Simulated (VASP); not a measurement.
# NiO (Fm-3m) in VASP: further runs, part 2 of 2

VASP 6.6.1. Earlier steps stand in the parts before.

### Step 4. Single point, LDA+U, collinear spin, antiferromagnetic start

Contents of INCAR:

```
SYSTEM = NiO
PREC = Accurate
ENCUT = 520
EDIFF = 1E-7
ISMEAR = 0
SIGMA = 0.05
LREAL = .FALSE.
LASPH = .TRUE.
NELM = 150
ALGO = Normal
ISIF = 2
LWAVE = .FALSE.
LCHARG = .FALSE.
ISPIN = 2
MAGMOM = 2 -2 0 0
LORBIT = 11
LMAXMIX = 4
LDAU = .TRUE.
LDAUTYPE = 2
LDAUL = 2 -1
LDAUU = 4.2 0
LDAUJ = 0 0
LDAUPRINT = 1
GGA = CA
NBANDS = 28
```

Contents of KPOINTS:

```
regular mesh
0
G
  12 12 6
  0 0 0
```

Contents of POSCAR:

```
NiO
1.0
    0.0000000000      2.0913095126      2.0913095126
    4.1826190252      2.0913095126      2.0913095126
    4.1826190252      4.1826190252      0.0000000000
Ni O
2 2
Direct
    0.0000000000      0.0000000000      0.0000000000
    0.0000000000      0.0000000000      0.5000000000
    0.5000000000      0.5000000000      0.0000000000
    0.5000000000      0.5000000000      0.5000000000
```

Potentials or basis: VASP PAW LDA potentials, release 64 (Ni, O).

Command:

```bash
cat potpaw_LDA.64/Ni/POTCAR potpaw_LDA.64/O/POTCAR > POTCAR
mpirun -np 1 vasp_std > vasp.out
```

OUTCAR:

```text
SYSTEM = NiO
   PREC = Accurate
   ENCUT = 520
   EDIFF = 1E-7
   ISMEAR = 0
   LREAL = .FALSE.
   LASPH = .TRUE.
   NELM = 150
   ISIF = 2
   ISPIN = 2
   LORBIT = 11
   GGA = CA

 ion  position               nearest neighbor table
   1  0.000  0.000  0.000-   4 2.09   3 2.09   4 2.09   3 2.09   4 2.09   4 2.09   2 2.96   2 2.96
                             2 2.96   2 2.96   2 2.96   2 2.96   2 2.96   2 2.96
   2  0.000  0.000  0.500-   3 2.09   3 2.09   4 2.09   4 2.09   3 2.09   3 2.09   1 2.96   1 2.96
                             1 2.96   1 2.96   1 2.96   1 2.96   1 2.96   1 2.96
   3  0.500  0.500  0.000-   2 2.09   1 2.09   2 2.09   1 2.09   2 2.09   2 2.09
   4  0.500  0.500  0.500-   1 2.09   1 2.09   2 2.09   2 2.09   1 2.09   1 2.09

  LATTYP: Found a simple tetragonal cell.
 ALAT       =     2.9575582758
[... 1820 lines left out ...]

 POSITION                                       TOTAL-FORCE (eV/Angst)
 -----------------------------------------------------------------------------------
      0.00000      0.00000      0.00000        -0.000000      0.000000      0.000000
      2.09131      2.09131      0.00000        -0.000000     -0.000000     -0.000000
      2.09131      2.09131      2.09131         0.000000     -0.000000     -0.000000
      4.18262      4.18262      2.09131        -0.000000      0.000000      0.000000
 -----------------------------------------------------------------------------------
    total drift:                                0.000000     -0.000000     -0.000000

  FREE ENERGIE OF THE ION-ELECTRON SYSTEM (eV)
  ---------------------------------------------------
  free  energy   TOTEN  =       -23.8481024508 eV

  energy  without entropy=      -23.8481024508  energy(sigma->0) =      -23.84810245

 total charge

# of ion       s       p       d       tot
------------------------------------------
    1        0.346   0.424   8.244   9.014
    2        0.346   0.424   8.244   9.014
    3        1.536   3.437   0.000   4.973
    4        1.536   3.437   0.000   4.973
--------------------------------------------------
tot          3.763   7.721  16.488  27.973

 magnetization (x)

# of ion       s       p       d       tot
------------------------------------------
    1        0.015   0.020   1.695   1.730
    2       -0.015  -0.020  -1.695  -1.730
    3       -0.008  -0.080   0.000  -0.089
    4        0.008   0.080   0.000   0.089
--------------------------------------------------
tot          0.000   0.000   0.000   0.000
```

OSZICAR:

```text
N       E                     dE             d eps       ncg     rms          rms(c)
DAV:   1     0.253057328354E+03    0.25306E+03   -0.14574E+04 11752   0.152E+03
DAV:   2     0.154173543810E+01   -0.25152E+03   -0.22484E+03 11440   0.336E+02
DAV:   3    -0.248362873333E+02   -0.26378E+02   -0.24820E+02 12364   0.118E+02
DAV:   4    -0.253708228568E+02   -0.53454E+00   -0.53254E+00 11980   0.170E+01
DAV:   5    -0.253810951583E+02   -0.10272E-01   -0.10271E-01 13372   0.232E+00    0.220E+01
DAV:   6    -0.234807769137E+02    0.19003E+01   -0.15694E+01 14504   0.885E+01    0.247E+01
DAV:   7    -0.235520301493E+02   -0.71253E-01   -0.38203E+00 13648   0.447E+01    0.117E+01
DAV:   8    -0.237718729464E+02   -0.21984E+00   -0.63689E-01 14016   0.704E+00    0.789E+00
DAV:   9    -0.238363210497E+02   -0.64448E-01   -0.40185E-02 15352   0.733E+00    0.946E-01
DAV:  10    -0.238480665592E+02   -0.11746E-01   -0.28104E-02 15544   0.238E+00    0.360E-01
DAV:  11    -0.238478160630E+02    0.25050E-03   -0.34613E-03 13048   0.121E+00    0.128E-01
DAV:  12    -0.238480184823E+02   -0.20242E-03   -0.42381E-04 14316   0.240E-01    0.693E-02
DAV:  13    -0.238480983122E+02   -0.79830E-04   -0.66664E-05 15104   0.165E-01    0.154E-02
DAV:  14    -0.238481025680E+02   -0.42558E-05   -0.33488E-05 13612   0.511E-02    0.662E-03
DAV:  15    -0.238481024716E+02    0.96389E-07   -0.12420E-06 12344   0.963E-03    0.361E-03
DAV:  16    -0.238481024508E+02    0.20837E-07   -0.16810E-07  9348   0.666E-03
   1 F= -.23848102E+02 E0= -.23848102E+02  d E =-.650729E-22  mag=     0.0000
```

Run time: 4.9 min. Hardware: 1 thread of AMD EPYC 9R45 (Zen 5), shared host; peak memory 0.26 GiB.

Results:

| Property | Result |
| --- | --- |
| Free energy | -23.8481 eV |
| Pressure | -14.6 GPa |
| Band gap on the k mesh | 0.82 eV |
| Net moment | 0.00 μB per cell |
| Site moments | Ni +1.73, -1.73; O -0.09, +0.09 μB |
| Valence electrons inside the program's atomic spheres | Ni 9.01; O 4.97 |

Eigenvalues of the final occupation matrices:
```tsv
site	spin	trace	eigenvalues
site 1 d	1	4.98	0.98 0.98 0.98 1.03 1.03
site 1 d	2	3.29	0.18 0.18 0.97 0.97 0.97
site 2 d	1	3.29	0.18 0.18 0.97 0.97 0.97
site 2 d	2	4.98	0.98 0.98 0.98 1.03 1.03
```

A k mesh can miss the band edges. The state reached can hang on the start; a lower one may exist.

### Step 5. Overview

```csv
cell,k mesh,gap on the mesh (eV),pressure (GPa),moment (μB)
"a = 2.958, b = 5.123, c = 5.915 Å, angles 30.0, 60.0, 54.7°, 4 atoms",6 × 6 × 6,0.82,-14.7,0.00
"a = 2.958, b = 2.958, c = 5.915 Å, angles 60.0°, 4 atoms",12 × 12 × 6,2.28,-18.4,0.00
"a = 2.958, b = 5.123, c = 5.915 Å, angles 30.0, 60.0, 54.7°, 4 atoms",12 × 12 × 6,0.82,-14.6,0.00
```

Alike in all rows: task single point; level LDA+U; potentials or basis VASP PAW LDA potentials, release 64 (Ni, O); spin collinear, antiferromagnetic start; Ni d U = 4.2 eV; cutoff (eV) 520; smearing gaussian 0.05 eV.

Caveats: some runs use coarse meshes.

Total energies depend on the potentials used, so only differences within one code and one set of settings carry meaning.
